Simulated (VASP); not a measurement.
# YBRh3 (Pm-3m) in VASP: single point with LDA

Aim: the single point of YBRh3 with LDA.

Program: VASP 6.6.1. These are calculated values, not measurements. Logs are shortened: lines on timing, memory, paths and dates and some standing lists are left out, and cuts for length are marked.

### 1 The cell of the first run

Symmetry: Pm-3m, No. 221, cubic system. The conventional cell has a = 4.164 Å, b = 4.164 Å, c = 4.164 Å, α = 90.00°, β = 90.00°, γ = 90.00°. Y (site symmetry m-3m) has 12 Rh at 2.94 Å and 8 B at 3.61 Å within 3.9 Å. B (site symmetry m-3m) has 6 Rh at 2.08 Å within 2.8 Å. Rh (site symmetry 4/mmm) has 2 B at 2.08 Å within 2.8 Å.

### 2 Single point, LDA

The input, INCAR:

```
SYSTEM = YBRh3
  PREC = Accurate
  ENCUT = 520
  EDIFF = 1E-7
  ISMEAR = -1
  SIGMA = 0.05
  LREAL = .FALSE.
  LASPH = .TRUE.
  NELM = 100
  ALGO = Normal
  ISIF = 2
  LWAVE = .FALSE.
  LCHARG = .TRUE.
  LELF = .TRUE.
  LVHAR = .TRUE.
  NBANDS = 38
```

The input, KPOINTS:

```
regular mesh
0
G
  5 5 5
  0 0 0
```

The input, POSCAR:

```
YBRh3
1.0
    4.1641000000      0.0000000000      0.0000000000
    0.0000000000      4.1641000000      0.0000000000
    0.0000000000      0.0000000000      4.1641000000
Y B Rh
1 1 3
Direct
    0.0000000000      0.0000000000      0.0000000000
    0.5000000000      0.5000000000      0.5000000000
    0.0000000000      0.5000000000      0.5000000000
    0.5000000000      0.0000000000      0.5000000000
    0.5000000000      0.5000000000      0.0000000000
```

Potentials or basis: VASP PAW LDA potentials, release 64 (Y_sv, B, Rh_pv).

Started as:

```console
cat potpaw_LDA.64/Y_sv/POTCAR potpaw_LDA.64/B/POTCAR potpaw_LDA.64/Rh_pv/POTCAR > POTCAR
mpirun -np 1 vasp_std > vasp.out
```

OUTCAR:

```text
SYSTEM = YBRh3
   PREC = Accurate
   ENCUT = 520
   EDIFF = 1E-7
   ISMEAR = -1
   LREAL = .FALSE.
   LASPH = .TRUE.
   NELM = 100
   ISIF = 2

 ion  position               nearest neighbor table
   1  0.000  0.000  0.000-   3 2.94   4 2.94   5 2.94   3 2.94   4 2.94   3 2.94   5 2.94   3 2.94
                             4 2.94   5 2.94   4 2.94   5 2.94
   2  0.500  0.500  0.500-   3 2.08   4 2.08   5 2.08   5 2.08   4 2.08   3 2.08
   3  0.000  0.500  0.500-   2 2.08   2 2.08   4 2.94   5 2.94   1 2.94   5 2.94   1 2.94   4 2.94
                             1 2.94   1 2.94   4 2.94   5 2.94   5 2.94   4 2.94
   4  0.500  0.000  0.500-   2 2.08   2 2.08   3 2.94   5 2.94   1 2.94   5 2.94   1 2.94   3 2.94
                             5 2.94   5 2.94   1 2.94   3 2.94   1 2.94   3 2.94
   5  0.500  0.500  0.000-   2 2.08   2 2.08   3 2.94   4 2.94   1 2.94   3 2.94   4 2.94   1 2.94
                             4 2.94   4 2.94   1 2.94   3 2.94   3 2.94   1 2.94

  LATTYP: Found a simple cubic cell.
 ALAT       =     4.1641000000

  Lattice vectors:

 A1 = (   4.1641000000,   0.0000000000,   0.0000000000)
 A2 = (   0.0000000000,   4.1641000000,   0.0000000000)
 A3 = (   0.0000000000,   0.0000000000,   4.1641000000)

Analysis of symmetry for initial positions (statically):
=====================================================================
 Subroutine PRICEL returns:
 Original cell was already a primitive cell.

 Routine SETGRP: Setting up the symmetry group for a
 simple cubic supercell.

 Subroutine GETGRP returns: Found 48 space group operations
 (whereof 48 operations were pure point group operations)
 out of a pool of 48 trial point group operations.

The static configuration has the point symmetry O_h .

Analysis of symmetry for dynamics (positions and initial velocities):
=====================================================================
 Subroutine PRICEL returns:
 Original cell was already a primitive cell.

 Routine SETGRP: Setting up the symmetry group for a
 simple cubic supercell.

 Subroutine GETGRP returns: Found 48 space group operations
 (whereof 48 operations were pure point group operations)
 out of a pool of 48 trial point group operations.

The dynamic configuration has the point symmetry O_h .

 Subroutine INISYM returns: Found 48 space group operations
 (whereof 48 operations are pure point group operations),
 and found     1 'primitive' translations

----------------------------------------------------------------------------------------

                                     Primitive cell

  volume of cell :      72.2044

  direct lattice vectors                    reciprocal lattice vectors
     4.164100000  0.000000000  0.000000000     0.240147931  0.000000000  0.000000000
     0.000000000  4.164100000  0.000000000     0.000000000  0.240147931  0.000000000
     0.000000000  0.000000000  4.164100000     0.000000000  0.000000000  0.240147931

  length of vectors
     4.164100000  4.164100000  4.164100000     0.240147931  0.240147931  0.240147931

  position of ions in fractional coordinates (direct lattice)
     0.000000000  0.000000000  0.000000000
     0.500000000  0.500000000  0.500000000
     0.000000000  0.500000000  0.500000000
     0.500000000  0.000000000  0.500000000
     0.500000000  0.500000000  0.000000000

  ion indices of the primitive-cell ions
   primitive index   ion index
                 1           1
                 2           2
                 3           3
                 4           4
                 5           5

----------------------------------------------------------------------------------------

 KPOINTS: regular mesh

Automatic generation of k-mesh.
 Grid dimensions read from file:
 generate k-points for:    5    5    5

 Generating k-lattice:

  Cartesian coordinates                     Fractional coordinates (reciprocal lattice)
     0.048029586  0.000000000  0.000000000     0.200000000  0.000000000  0.000000000
     0.000000000  0.048029586  0.000000000     0.000000000  0.200000000  0.000000000
     0.000000000  0.000000000  0.048029586     0.000000000  0.000000000  0.200000000

  Length of vectors
     0.048029586  0.048029586  0.048029586

  Shift w.r.t. Gamma in fractional coordinates (k-lattice)
     0.000000000  0.000000000  0.000000000

 Subroutine IBZKPT returns following result:
 ===========================================

 Found     10 irreducible k-points:

 Following reciprocal coordinates:
            Coordinates               Weight
  0.000000  0.000000  0.000000      1.000000
  0.200000  0.000000  0.000000      6.000000
  0.400000  0.000000  0.000000      6.000000
  0.200000  0.200000  0.000000     12.000000
  0.400000  0.200000  0.000000     24.000000
  0.400000  0.400000  0.000000     12.000000
  0.200000  0.200000  0.200000      8.000000
  0.400000  0.200000  0.200000     24.000000
  0.400000  0.400000  0.200000     24.000000
  0.400000  0.400000  0.400000      8.000000
   k-points           NKPTS =     10   k-points in BZ     NKDIM =     10   number of bands    NBANDS=     38
   number of dos      NEDOS =    301   number of ions     NIONS =      5
   total plane-waves  NPLWV =  32768
   dimension x,y,z NGX =    32 NGY =   32 NGZ =   32
   dimension x,y,z NGXF=    64 NGYF=   64 NGZF=   64
   ions per type =               1   1   3
   NGX,Y,Z   is equivalent  to a cutoff of  12.78, 12.78, 12.78 a.u.
   NGXF,Y,Z  is equivalent  to a cutoff of  25.55, 25.55, 25.55 a.u.
 SYSTEM =  YBRh3
   PREC   = accura    normal or accurate (medium, high low for compatibility)
   ISTART =      0    job   : 0-new  1-cont  2-samecut
   ICHARG =      2    charge: 1-file 2-atom 10-const
   ISPIN  =      1    spin polarized calculation?
   LNONCOLLINEAR =      F non collinear calculations
   LSORBIT =      F    spin-orbit coupling
   LASPH  =      T    aspherical Exc in radial PAW
   ENCUT  =  520.0 eV  38.22 Ry    6.18 a.u.   7.74  7.74  7.74*2*pi/ulx,y,z
   NELM   =    100;   NELMIN=  2; NELMDL= -5     # of ELM steps
   EDIFF  = 0.1E-06   stopping-criterion for ELM
   LREAL  =      F    real-space projection
   EDIFFG = 0.1E-05   stopping-criterion for IOM
   NSW    =      0    number of steps for IOM
   IBRION =     -1    ionic relax: 0-MD 1-quasi-New 2-CG
   NFREE  =      0    steps in history (QN), initial steepest desc. (CG)
   ISIF   =      2    stress and relaxation
   ISYM   =      2    0-nonsym 1-usesym 2-fastsym
   POTIM  = 0.5000    time-step for ionic-motion
   TEBEG  =    0.0;   TEEND  =   0.0 temperature during run
   PSTRESS=    0.0 pullay stress
   NELECT =      59.0000    total number of electrons
   NUPDOWN=      -1.0000    fix difference up-down
   EMIN   =  10.00;   EMAX   =-10.00  energy-range for DOS
   EFERMI =   0.00;   METHOD = LEGACY
   ISMEAR =    -1;   SIGMA  =   0.05  broadening in eV -4-tet -1-fermi 0-gaus
   EFERMI_NEDOS =   21; number of points for ismear=-14 and -15
   IALGO  =     38    algorithm
   IMIX   =      4    mixing-type and parameters
     AMIX     =   0.40;   BMIX     =  1.00
     AMIX_MAG =   1.60;   BMIX_MAG =  1.00
  volume/ion in A,a.u.               =      14.44        97.45
  Fermi-wavevector in a.u.,A,eV,Ry     =   1.530515  2.892255 31.871337  2.342477
  Thomas-Fermi vector in A             =   2.637988
   LORBIT       =      0    0 simple, 1 ext, 2 COOP (PROOUT), +10 PAW based schemes
   GGA     = CA    functional components
   LHFCALC =     F    Hartree Fock is set to
   AEXX    =    0.0000 exact exchange contribution
   IVDW    =     0    specifies the selected vdW correction
   LEPSILON=     F    determine dielectric tensor
   LRPA    =     F    only Hartree local field effects (RPA)
 non-spin polarized calculation
  energy-cutoff  :      520.00
  volume of cell :       72.20
 maximum number of plane-waves:      1959
 NGX is ok and might be reduce to    32
   NGX = 15   NGY = 15   NGZ = 15

 number of electron      59.0000009 magnetization

 Free energy of the ion-electron system (eV)
  ---------------------------------------------------
  ext. energy  EPLUGINS =         0.00000000
  ---------------------------------------------------
  free energy    TOTEN  =       -44.37927071 eV

  energy without entropy =      -44.35102165  energy(sigma->0) =      -44.36514618

 E-fermi :   8.2752     XC(G=0): -12.9907

 val. band max:        8.2590890676   @ k =   0.2000   0.2000   0.0000
 cond. band min:       8.2924368184   @ k =   0.4000   0.2000   0.2000
 fundamental gap:      0.0333477508
 Fermi energy:         8.2752492009

 k-point     1 :       0.0000    0.0000    0.0000
  band No.  band energies     occupation
      1     -37.8887      2.00000
      2     -37.8887      2.00000
      3     -37.8887      2.00000
      4     -37.3837      2.00000
      5     -37.3837      2.00000
      6     -37.3837      2.00000
[... 30 lines left out ...]
     37      14.4109      0.00000
     38      16.0071      0.00000

 k-point     2 :       0.2000    0.0000    0.0000
  band No.  band energies     occupation
      1     -37.8848      2.00000
      2     -37.8848      2.00000
      3     -37.8808      2.00000
      4     -37.3941      2.00000
      5     -37.3854      2.00000
      6     -37.3854      2.00000
[... 30 lines left out ...]
     37      14.3172      0.00000
     38      15.4774      0.00000

 k-point     3 :       0.4000    0.0000    0.0000
  band No.  band energies     occupation
      1     -37.8784      2.00000
      2     -37.8784      2.00000
      3     -37.8674      2.00000
      4     -37.4116      2.00000
      5     -37.3902      2.00000
      6     -37.3902      2.00000
[... 30 lines left out ...]
     37      14.1860      0.00000
     38      15.6393      0.00000

 k-point     4 :       0.2000    0.2000    0.0000
  band No.  band energies     occupation
      1     -37.9111      2.00000
      2     -37.8809      2.00000
      3     -37.8451      2.00000
      4     -37.4207      2.00000
      5     -37.3861      2.00000
      6     -37.3851      2.00000
[... 30 lines left out ...]
     37      13.2099      0.00000
     38      15.1681      0.00000

 k-point     5 :       0.4000    0.2000    0.0000
  band No.  band energies     occupation
      1     -37.9242      2.00000
      2     -37.8745      2.00000
      3     -37.8162      2.00000
      4     -37.4458      2.00000
      5     -37.3928      2.00000
      6     -37.3901      2.00000
[... 30 lines left out ...]
     37      12.9859      0.00000
     38      14.7570      0.00000

 k-point     6 :       0.4000    0.4000    0.0000
  band No.  band energies     occupation
      1     -37.9536      2.00000
      2     -37.8682      2.00000
      3     -37.7779      2.00000
      4     -37.4764      2.00000
      5     -37.3923      2.00000
      6     -37.3922      2.00000
[... 30 lines left out ...]
     37      12.8719      0.00000
     38      14.5520      0.00000

 k-point     7 :       0.2000    0.2000    0.2000
  band No.  band energies     occupation
      1     -37.9417      2.00000
      2     -37.8423      2.00000
      3     -37.8423      2.00000
      4     -37.4263      2.00000
      5     -37.4143      2.00000
      6     -37.4143      2.00000
[... 30 lines left out ...]
     37      13.7408      0.00000
     38      16.1655      0.00000

 k-point     8 :       0.4000    0.2000    0.2000
  band No.  band energies     occupation
      1     -37.9639      2.00000
      2     -37.8377      2.00000
      3     -37.8067      2.00000
      4     -37.4498      2.00000
      5     -37.4359      2.00000
      6     -37.4168      2.00000
[... 30 lines left out ...]
     37      13.6953      0.00000
     38      15.6822      0.00000

 k-point     9 :       0.4000    0.4000    0.2000
  band No.  band energies     occupation
      1     -37.9975      2.00000
      2     -37.8220      2.00000
      3     -37.7774      2.00000
      4     -37.4751      2.00000
      5     -37.4411      2.00000
      6     -37.4401      2.00000
[... 30 lines left out ...]
     37      14.4981      0.00000
     38      14.7738      0.00000

 k-point    10 :       0.4000    0.4000    0.4000
  band No.  band energies     occupation
      1     -38.0392      2.00000
      2     -37.7766      2.00000
      3     -37.7766      2.00000
      4     -37.4745      2.00000
      5     -37.4712      2.00000
      6     -37.4712      2.00000
[... 30 lines left out ...]
     37      14.1797      0.00000
     38      15.8174      0.00000

------------------------ aborting loop because EDIFF is reached ----------------------------------------

  FORCE on cell =-STRESS in cart. coord.  units (eV):
  Direction    XX          YY          ZZ          XY          YZ          ZX
  --------------------------------------------------------------------------------------
  -------------------------------------------------------------------------------------
  Total       -2.8560146     -2.8560146     -2.8560146      0.0000000      0.0000000     -0.0000000
  in kB      -63.3734808    -63.3734808    -63.3734808      0.0000000      0.0000000     -0.0000000
  external PRESSURE =     -63.3734808 kB  Pullay stress =       0.0000000 kB

 VOLUME and BASIS-vectors are now :
 -----------------------------------------------------------------------------
  energy-cutoff  :      520.00
  volume of cell :       72.20
      direct lattice vectors                 reciprocal lattice vectors
     4.164100000  0.000000000  0.000000000     0.240147931  0.000000000  0.000000000
     0.000000000  4.164100000  0.000000000     0.000000000  0.240147931  0.000000000
     0.000000000  0.000000000  4.164100000     0.000000000  0.000000000  0.240147931

 POSITION                                       TOTAL-FORCE (eV/Angst)
 -----------------------------------------------------------------------------------
      0.00000      0.00000      0.00000         0.000000      0.000000      0.000000
      2.08205      2.08205      2.08205         0.000000      0.000000      0.000000
      0.00000      2.08205      2.08205         0.000000      0.000000      0.000000
      2.08205      0.00000      2.08205         0.000000      0.000000      0.000000
      2.08205      2.08205      0.00000         0.000000      0.000000      0.000000
 -----------------------------------------------------------------------------------
    total drift:                                0.000000     -0.000000     -0.000000

  FREE ENERGIE OF THE ION-ELECTRON SYSTEM (eV)
  ---------------------------------------------------
  free  energy   TOTEN  =       -44.3792707099 eV

  energy  without entropy=      -44.3510216518  energy(sigma->0) =      -44.36514618
```

It took 10 s on 1 thread of Intel Xeon 6975P-C (Granite Rapids), shared host; peak memory 0.17 GiB.

What came out:

```yaml
Free_energy: -44.3793 eV
Pressure: -6.3 GPa
```
